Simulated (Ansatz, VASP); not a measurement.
**Two plane-wave programs on HfB**

Contents of INCAR:

```
SYSTEM = HfB
  ALGO = Normal
  EDIFF = 1E-6
  ENCUT = 520
  GGA = PE
  ISIF = 2
  ISMEAR = 0
  LASPH = .True.
  LCHARG = .False.
  LREAL = .False.
  LWAVE = .False.
  NBANDS = 14
  NELM = 80
  PREC = Accurate
  SIGMA = 0.15
```

KPOINTS

```
k-points
0
Gamma
  18 18 18
  0 0 0
```

File POSCAR:

```
HfB
1.0
    0.0000000000      2.3100000000      2.2753500000
    2.3100000000      0.0000000000      2.2753500000
    2.3100000000      2.3100000000      0.0000000000
Hf B
1 1
Direct
    0.5000000000      0.5000000000      0.5000000000
    0.0000000000      0.0000000000      0.0000000000
```

Input for Ansatz:

```yaml
crystal:
  lattice:
    - [0.0, 2.31, 2.27535]
    - [2.31, 0.0, 2.27535]
    - [2.31, 2.31, 0.0]
  atoms:
    - { symbol: Hf, position: [0.5, 0.5, 0.5] }
    - { symbol: B, position: [0.0, 0.0, 0.0] }
basis:
  ecutwfc: 420
kpoints:
  mp_grid: { grid: [18, 18, 18] }
hamiltonian:
  xc: pbe
scf:
  occupations: { method: gaussian, width: 0.15 }
output:
  forces: true
  stress: true
  eigenvalues: true
```

Change from the starting cell: strain +0.000 along x and y, -0.015 along z, atoms carried along.

Alike in both runs: task single point; functional PBE; k mesh 18 × 18 × 18; occupations gaussian, width 0.15 eV; no spin polarisation.

```csv
,VASP,Ansatz
version,VASP 6.6.1,Ansatz 0.2.0
potentials or method,"VASP PAW PBE potentials, release 64 (Hf_pv, B), cutoff 520 eV","scalar-relativistic, plane waves, PAW"
valence electrons in the cell,13,29
```

```tsv
	VASP	Ansatz	Ansatz less VASP
gap on the k mesh at the Fermi level (eV)	none	none	-
pressure (GPa)	35.2	34.2	-1.02
traceless stress, the component that is largest in VASP (GPa)	5.59	5.50	-0.089
```

A gap of «none» marks a metal or a gap that the smearing closes. Both programs put the cell under a high pressure, so it lies far from rest at this level. The functional is the same, so the differences come from potentials, cutoffs and numerics. VASP's potentials hold 13 valence electrons a cell and Ansatz's 29, so a difference there can come from the potentials and not from the codes.

Spin-orbit coupling is off throughout.
